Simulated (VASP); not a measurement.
# La4YO (I4/m) in VASP: a series of runs

The runs below take La4YO through single point, with PBE.

Program: VASP 6.6.1. These are calculated values, not measurements. Logs are shortened: lines on timing, memory, paths and dates and some standing lists are left out, and cuts for length are marked.

### Step 1. The cell of the first run

Symmetry: I4/m, No. 87, tetragonal system. The conventional cell has a = 8.887 Å, b = 8.887 Å, c = 4.737 Å, α = 90.00°, β = 90.00°, γ = 90.00°. La (site symmetry m) has 1 O at 2.62 Å and 2 Y at 3.53 Å and 8 La at 3.67 to 3.84 Å within 3.9 Å. Within 3.1 Å of Y (site symmetry 4/m) lie 2 O at 2.37 Å. O (site symmetry 4/m) has 2 Y at 2.37 Å and 4 La at 2.62 Å within 3.1 Å.

### Step 2. Single point, PBE (31.18 Å³/atom)

Input file INCAR:

```
SYSTEM = La4YO
PREC = Accurate ; ENCUT = 520
EDIFF = 1E-7 ; ISMEAR = 0
SIGMA = 0.1 ; LREAL = .False.
LASPH = .True. ; NELM = 80
ALGO = Normal ; ISIF = 2
LWAVE = .False. ; LCHARG = .False.
GGA = PE ; NBANDS = 40
```

Input file KPOINTS:

```
Automatic mesh
0
Gamma
  8 8 8
  0 0 0
```

Input file POSCAR:

```
La4YO
1.0
   -4.4434778721      4.4434778721      2.3684002259
    4.4434778721     -4.4434778721      2.3684002259
    4.4434778721      4.4434778721     -2.3684002259
La Y O
4 1 1
Direct
    0.4050998427      0.2210270695      0.6261269122
    0.5949001573      0.7789729305      0.3738730878
    0.7789729305      0.4050998427      0.1840727732
    0.2210270695      0.5949001573      0.8159272268
    0.0000000000      0.0000000000      0.0000000000
    0.5000000000      0.5000000000      0.0000000000
```

Potentials or basis: VASP PAW PBE potentials, release 64 (La, Y_sv, O).

Launch:

```
cat potpaw_PBE.64/La/POTCAR potpaw_PBE.64/Y_sv/POTCAR potpaw_PBE.64/O/POTCAR > POTCAR
mpirun -np 1 vasp_std > vasp.out
```

OUTCAR:

```text
SYSTEM = La4YO
   PREC = Accurate
   ENCUT = 520
   EDIFF = 1E-7
   ISMEAR = 0
   LREAL = .False.
   LASPH = .True.
   NELM = 80
   ISIF = 2
   GGA = PE

 ion  position               nearest neighbor table
   1  0.405  0.221  0.626-   6 2.62   5 3.53   5 3.53   2 3.67   2 3.67
   2  0.595  0.779  0.374-   6 2.62   5 3.53   5 3.53   1 3.67   1 3.67
   3  0.779  0.405  0.184-   6 2.62   5 3.53   5 3.53   4 3.67   4 3.67
   4  0.221  0.595  0.816-   6 2.62   5 3.53   5 3.53   3 3.67   3 3.67
   5  0.000  0.000  0.000-   6 2.37   6 2.37   2 3.53   2 3.53   1 3.53   1 3.53   3 3.53   4 3.53
                             3 3.53   4 3.53
   6  0.500  0.500  0.000-   5 2.37   5 2.37   1 2.62   2 2.62   3 2.62   4 2.62

  LATTYP: Found a body centered tetragonal cell.
 ALAT       =     8.8869557442
 C/A-ratio  =     0.5330059683

  Lattice vectors:

 A1 = (  -4.4434778721,   4.4434778721,   2.3684002259)
 A2 = (   4.4434778721,  -4.4434778721,   2.3684002259)
 A3 = (   4.4434778721,   4.4434778721,  -2.3684002259)

Analysis of symmetry for initial positions (statically):
=====================================================================
 Subroutine PRICEL returns:
 Original cell was already a primitive cell.

 Routine SETGRP: Setting up the symmetry group for a
 body centered tetragonal supercell.

 Subroutine GETGRP returns: Found  8 space group operations
 (whereof  8 operations were pure point group operations)
 out of a pool of 16 trial point group operations.

The static configuration has the point symmetry C_4h.

Analysis of symmetry for dynamics (positions and initial velocities):
=====================================================================
 Subroutine PRICEL returns:
 Original cell was already a primitive cell.

 Routine SETGRP: Setting up the symmetry group for a
 body centered tetragonal supercell.

 Subroutine GETGRP returns: Found  8 space group operations
 (whereof  8 operations were pure point group operations)
 out of a pool of 16 trial point group operations.

The dynamic configuration has the point symmetry C_4h.

 Subroutine INISYM returns: Found  8 space group operations
 (whereof  8 operations are pure point group operations),
 and found     1 'primitive' translations

----------------------------------------------------------------------------------------

                                     Primitive cell

[... 95 lines left out ...]
   LASPH  =      T    aspherical Exc in radial PAW
   ENCUT  =  520.0 eV  38.22 Ry    6.18 a.u.  12.49 12.49 12.49*2*pi/ulx,y,z
   NELM   =     80;   NELMIN=  2; NELMDL= -5     # of ELM steps
   EDIFF  = 0.1E-06   stopping-criterion for ELM
   LREAL  =      F    real-space projection
   EDIFFG = 0.1E-05   stopping-criterion for IOM
   NSW    =      0    number of steps for IOM
   IBRION =     -1    ionic relax: 0-MD 1-quasi-New 2-CG
   NFREE  =      0    steps in history (QN), initial steepest desc. (CG)
   ISIF   =      2    stress and relaxation
   ISYM   =      2    0-nonsym 1-usesym 2-fastsym
   POTIM  = 0.5000    time-step for ionic-motion
   TEBEG  =    0.0;   TEEND  =   0.0 temperature during run
   PSTRESS=    0.0 pullay stress
   NELECT =      61.0000    total number of electrons
   NUPDOWN=      -1.0000    fix difference up-down
   EMIN   =  10.00;   EMAX   =-10.00  energy-range for DOS
   EFERMI =   0.00;   METHOD = LEGACY
   ISMEAR =     0;   SIGMA  =   0.10  broadening in eV -4-tet -1-fermi 0-gaus
   EFERMI_NEDOS =   21; number of points for ismear=-14 and -15
   IALGO  =     38    algorithm
   IMIX   =      4    mixing-type and parameters
     AMIX     =   0.40;   BMIX     =  1.00
     AMIX_MAG =   1.60;   BMIX_MAG =  1.00
  volume/ion in A,a.u.               =      31.18       210.38
  Fermi-wavevector in a.u.,A,eV,Ry     =   1.126846  2.129429 17.276418  1.269781
  Thomas-Fermi vector in A             =   2.263529
   LORBIT       =      0    0 simple, 1 ext, 2 COOP (PROOUT), +10 PAW based schemes
   GGA     = PE    functional components
   LHFCALC =     F    Hartree Fock is set to
   AEXX    =    0.0000 exact exchange contribution
   IVDW    =     0    specifies the selected vdW correction
   LEPSILON=     F    determine dielectric tensor
   LRPA    =     F    only Hartree local field effects (RPA)
 non-spin polarized calculation
 Gauss-broadening in eV      SIGMA  =   0.10
  energy-cutoff  :      520.00
  volume of cell :      187.05
 maximum number of plane-waves:      5069
 NGX is ok and might be reduce to    50
   NGX = 25   NGY = 25   NGZ = 25

 number of electron      61.0000008 magnetization

 Free energy of the ion-electron system (eV)
  ---------------------------------------------------
  ext. energy  EPLUGINS =         0.00000000
  ---------------------------------------------------
  free energy    TOTEN  =       -36.44229090 eV

  energy without entropy =      -36.40439841  energy(sigma->0) =      -36.42334465

 E-fermi :   6.9805     XC(G=0):  -9.6159

 val. band max:        6.9745537643   @ k =   0.5000   0.3750  -0.2500
 cond. band min:       6.9831104939   @ k =  -0.3750   0.3750   0.2500
 fundamental gap:      0.0085567296
 Fermi energy:         6.9804617269

 k-point     1 :       0.0000    0.0000    0.0000
  band No.  band energies     occupation
      1     -35.6763      2.00000
      2     -25.8641      2.00000
      3     -25.6876      2.00000
      4     -25.6876      2.00000
      5     -25.6871      2.00000
      6     -15.7963      2.00000
[... 1021 lines left out ...]
     39       8.4878      0.00000
     40       8.5190      0.00000

 [... further k-points ...]
[... 5 lines left out ...]
  --------------------------------------------------------------------------------------
  -------------------------------------------------------------------------------------
  Total       -1.2284583     -1.2284583     -1.3264670     -0.0000001      0.0000000      0.0000000
  in kB      -10.5222805    -10.5222805    -11.3617675     -0.0000006      0.0000000      0.0000000
  external PRESSURE =     -10.8021095 kB  Pullay stress =       0.0000000 kB

 VOLUME and BASIS-vectors are now :
 -----------------------------------------------------------------------------
  energy-cutoff  :      520.00
  volume of cell :      187.05
      direct lattice vectors                 reciprocal lattice vectors
    -4.443477872  4.443477872  2.368400226     0.000000000  0.112524472  0.211112968
     4.443477872 -4.443477872  2.368400226     0.112524472  0.000000000  0.211112968
     4.443477872  4.443477872 -2.368400226     0.112524472  0.112524472  0.000000000

 POSITION                                       TOTAL-FORCE (eV/Angst)
 -----------------------------------------------------------------------------------
      1.96426      3.60010      0.00000        -0.000373      0.000636     -0.000000
      2.47922      0.84337      2.36840         0.000373     -0.000636     -0.000000
     -0.84337      2.47922      2.36840         0.000636      0.000373      0.000000
      5.28685      1.96426      0.00000        -0.000636     -0.000373     -0.000000
      0.00000      0.00000      0.00000         0.000000      0.000000      0.000000
      0.00000      0.00000      2.36840         0.000000      0.000000      0.000000
 -----------------------------------------------------------------------------------
    total drift:                                0.000000      0.000000     -0.000000

  FREE ENERGIE OF THE ION-ELECTRON SYSTEM (eV)
  ---------------------------------------------------
  free  energy   TOTEN  =       -36.4422909015 eV

  energy  without entropy=      -36.4043984068  energy(sigma->0) =      -36.42334465
```

OSZICAR:

```text
N       E                     dE             d eps       ncg     rms          rms(c)
DAV:   1     0.823956421991E+03    0.82396E+03   -0.21497E+04  6256   0.208E+03
DAV:   2     0.168748935990E+03   -0.65521E+03   -0.63549E+03  9080   0.425E+02
DAV:   3    -0.795859336049E+01   -0.17671E+03   -0.17308E+03 10568   0.248E+02
DAV:   4    -0.353046336895E+02   -0.27346E+02   -0.26581E+02 12344   0.101E+02
DAV:   5    -0.387046753984E+02   -0.34000E+01   -0.33089E+01 12312   0.386E+01    0.221E+01
DAV:   6    -0.361543907512E+02    0.25503E+01   -0.22881E+01 10048   0.236E+01    0.207E+01
DAV:   7    -0.364064502720E+02   -0.25206E+00   -0.44037E+00 11448   0.141E+01    0.139E+01
DAV:   8    -0.364635598314E+02   -0.57110E-01   -0.93686E-01 11144   0.573E+00    0.120E+00
DAV:   9    -0.364397751956E+02    0.23785E-01   -0.31663E-01 11328   0.275E+00    0.402E-01
DAV:  10    -0.364424690196E+02   -0.26938E-02   -0.40322E-02 11872   0.124E+00    0.288E-01
DAV:  11    -0.364422733650E+02    0.19565E-03   -0.54783E-03 12096   0.490E-01    0.133E-01
DAV:  12    -0.364422916471E+02   -0.18282E-04   -0.99446E-04 10584   0.223E-01    0.467E-02
DAV:  13    -0.364422882296E+02    0.34175E-05   -0.17328E-04 12120   0.882E-02    0.130E-02
DAV:  14    -0.364422898330E+02   -0.16034E-05   -0.23472E-05 11800   0.344E-02    0.775E-03
DAV:  15    -0.364422908934E+02   -0.10605E-05   -0.76468E-06 11768   0.171E-02    0.494E-03
DAV:  16    -0.364422909111E+02   -0.17703E-07   -0.15620E-06  9840   0.778E-03    0.126E-03
DAV:  17    -0.364422909015E+02    0.96061E-08   -0.31809E-07  6568   0.427E-03
   1 F= -.36442291E+02 E0= -.36423345E+02  d E =-.378925E-01
```

stdout:

```text
POSCAR found type information on POSCAR LaY O
 POSCAR found :  3 types and       6 ions
 scaLAPACK will be used
 LDA part: xc-table for (Slater+PW92), standard interpolation
 POSCAR, INCAR and KPOINTS ok, starting setup
 FFT: planning ... GRIDC
 FFT: planning ... GRID_SOFT
 FFT: planning ... GRID
 WAVECAR not read
 entering main loop
```

Wall time 10 min (1 thread of Intel Xeon 6975P-C (Granite Rapids), shared host); peak memory 0.78 GiB.

Results:

| Quantity | Value |
| --- | --- |
| Free energy | -36.4423 eV |
| Pressure | -1.1 GPa |
| Band gap on the k mesh | zero (an odd number of electrons rules out a gap without spin polarisation) |

Levels at points of the mesh, in eV from the Fermi level:
| k point | band 29 | band 30 | band 31 | band 32 | band 33 | band 34 |
| --- | --- | --- | --- | --- | --- | --- |
| (0.00, 0.00, 0.00) | 0.14 | 0.14 | 0.20 | 0.38 | 0.38 | 0.44 |
| (0.50, 0.00, 0.00) | -0.12 | 0.01 | 0.13 | 0.18 | 0.67 | 0.88 |
| (0.50, 0.50, 0.00) | -0.83 | -0.34 | -0.33 | 0.30 | 0.31 | 0.87 |
| (0.50, 0.50, 0.50) | -0.98 | -0.30 | -0.30 | -0.21 | 0.22 | 0.45 |

Caveat: spin-orbit coupling is left out, which moves the levels of the heavy elements; an odd number of electrons without spin polarisation forces a metal; a magnetic or distorted state may lie lower.

### Step 3. Single point, PBE (32.08 Å³/atom)

This run uses another cell than the first one, of 32.08 Å³/atom.

Input file INCAR:

```
PREC = Accurate ; ENCUT = 520
EDIFF = 1E-7 ; ISMEAR = 0
SIGMA = 0.1 ; LREAL = F
LASPH = T ; NELM = 60
ALGO = Normal ; ISIF = 2
LWAVE = F ; LCHARG = F
GGA = PE ; NBANDS = 40
```

Input file KPOINTS:

```
Automatic mesh
0
Gamma
  8 8 8
```

Input file POSCAR:

```
La4YO
1.0
   -4.5002756373      4.5002756373      2.3762468195
    4.5002756373     -4.5002756373      2.3762468195
    4.5002756373      4.5002756373     -2.3762468195
La Y O
4 1 1
Direct
    0.4057300697      0.2226015876      0.6283316573
    0.5942699303      0.7773984124      0.3716683427
    0.7773984124      0.4057300697      0.1831284821
    0.2226015876      0.5942699303      0.8168715179
    0.0000000000      0.0000000000      0.0000000000
    0.5000000000      0.5000000000      0.0000000000
```

Potentials or basis: VASP PAW PBE potentials, release 64 (La, Y_sv, O).

Launch:

```
cat potpaw_PBE.64/La/POTCAR potpaw_PBE.64/Y_sv/POTCAR potpaw_PBE.64/O/POTCAR > POTCAR
mpirun -np 1 vasp_std > vasp.out
```

OUTCAR:

```text
PREC = Accurate
   ENCUT = 520
   EDIFF = 1E-7
   ISMEAR = 0
   LREAL = F
   LASPH = T
   NELM = 60
   ISIF = 2
   GGA = PE

 ion  position               nearest neighbor table
   1  0.406  0.223  0.628-   6 2.64   5 3.55   5 3.55
   2  0.594  0.777  0.372-   6 2.64   5 3.55   5 3.55
   3  0.777  0.406  0.183-   6 2.64   5 3.55   5 3.55
   4  0.223  0.594  0.817-   6 2.64   5 3.55   5 3.55
   5  0.000  0.000  0.000-   6 2.38   6 2.38   2 3.55   2 3.55   1 3.55   1 3.55   3 3.55   4 3.55
                             3 3.55   4 3.55
   6  0.500  0.500  0.000-   5 2.38   5 2.38   1 2.64   2 2.64   3 2.64   4 2.64

  LATTYP: Found a body centered tetragonal cell.
 ALAT       =     9.0005512746
 C/A-ratio  =     0.5280225060

  Lattice vectors:

 A1 = (  -4.5002756373,   4.5002756373,   2.3762468195)
 A2 = (   4.5002756373,  -4.5002756373,   2.3762468195)
 A3 = (   4.5002756373,   4.5002756373,  -2.3762468195)

Analysis of symmetry for initial positions (statically):
=====================================================================
 Subroutine PRICEL returns:
 Original cell was already a primitive cell.

 Routine SETGRP: Setting up the symmetry group for a
[... 175 lines left out ...]
  energy without entropy =      -36.35135593  energy(sigma->0) =      -36.37122098

 E-fermi :   6.7291     XC(G=0):  -9.4963

 val. band max:        6.7282203108   @ k =  -0.2500  -0.3750   0.0000
 cond. band min:       6.7375536735   @ k =  -0.3750   0.3750   0.2500
 fundamental gap:      0.0093333626
 Fermi energy:         6.7290927157

 k-point     1 :       0.0000    0.0000    0.0000
  band No.  band energies     occupation
      1     -35.9821      2.00000
      2     -26.1703      2.00000
      3     -26.0145      2.00000
      4     -26.0145      2.00000
      5     -26.0136      2.00000
      6     -16.0859      2.00000
[... 1021 lines left out ...]
     39       8.1784      0.00000
     40       8.2300      0.00000

 [... further k-points ...]
[... 5 lines left out ...]
  --------------------------------------------------------------------------------------
  -------------------------------------------------------------------------------------
  Total       -2.3884893     -2.3884893     -2.4629059     -0.0000001      0.0000000      0.0000000
  in kB      -19.8794382    -19.8794382    -20.4988093     -0.0000009      0.0000000      0.0000000
  external PRESSURE =     -20.0858952 kB  Pullay stress =       0.0000000 kB

 VOLUME and BASIS-vectors are now :
 -----------------------------------------------------------------------------
  energy-cutoff  :      520.00
  volume of cell :      192.50
      direct lattice vectors                 reciprocal lattice vectors
    -4.500275637  4.500275637  2.376246819     0.000000000  0.111104306  0.210415852
     4.500275637 -4.500275637  2.376246819     0.111104306  0.000000000  0.210415852
     4.500275637  4.500275637 -2.376246819     0.111104306  0.111104306  0.000000000

 POSITION                                       TOTAL-FORCE (eV/Angst)
 -----------------------------------------------------------------------------------
      2.00354      3.65179      0.00000        -0.000678     -0.003904     -0.000000
      2.49674      0.84848      2.37625         0.000678      0.003904      0.000000
     -0.84848      2.49674      2.37625        -0.003904      0.000678     -0.000000
      5.34876      2.00354      0.00000         0.003904     -0.000678      0.000000
      0.00000      0.00000      0.00000         0.000000     -0.000000      0.000000
      0.00000      0.00000      2.37625         0.000000     -0.000000      0.000000
 -----------------------------------------------------------------------------------
    total drift:                                0.000000      0.000000      0.000000

  FREE ENERGIE OF THE ION-ELECTRON SYSTEM (eV)
  ---------------------------------------------------
  free  energy   TOTEN  =       -36.3910860204 eV

  energy  without entropy=      -36.3513559310  energy(sigma->0) =      -36.37122098
```

stdout:

```text
POSCAR found type information on POSCAR LaY O
 POSCAR found :  3 types and       6 ions
 scaLAPACK will be used
 LDA part: xc-table for (Slater+PW92), standard interpolation
 POSCAR, INCAR and KPOINTS ok, starting setup
 FFT: planning ... GRIDC
 FFT: planning ... GRID_SOFT
 FFT: planning ... GRID
 WAVECAR not read
 entering main loop
```

It took 12 min on 1 thread of Intel Xeon 6975P-C (Granite Rapids), shared host; peak memory 0.84 GiB.

What came out:

| Quantity | Value |
| --- | --- |
| Free energy | -36.3911 eV |
| Pressure | -2.0 GPa |
| Largest force | 0.004 eV/Å |
| Band gap on the k mesh | zero (an odd number of electrons rules out a gap without spin polarisation) |

Forces in eV/Å, atoms in the order of the input:
```
La  -0.001 -0.004  0.000
La   0.001  0.004  0.000
La  -0.004  0.001  0.000
La   0.004 -0.001  0.000
Y    0.000  0.000  0.000
O    0.000  0.000  0.000
```

Caveat: spin-orbit coupling is left out, which moves the levels of the heavy elements; an odd number of electrons without spin polarisation forces a metal; a magnetic or distorted state may lie lower.
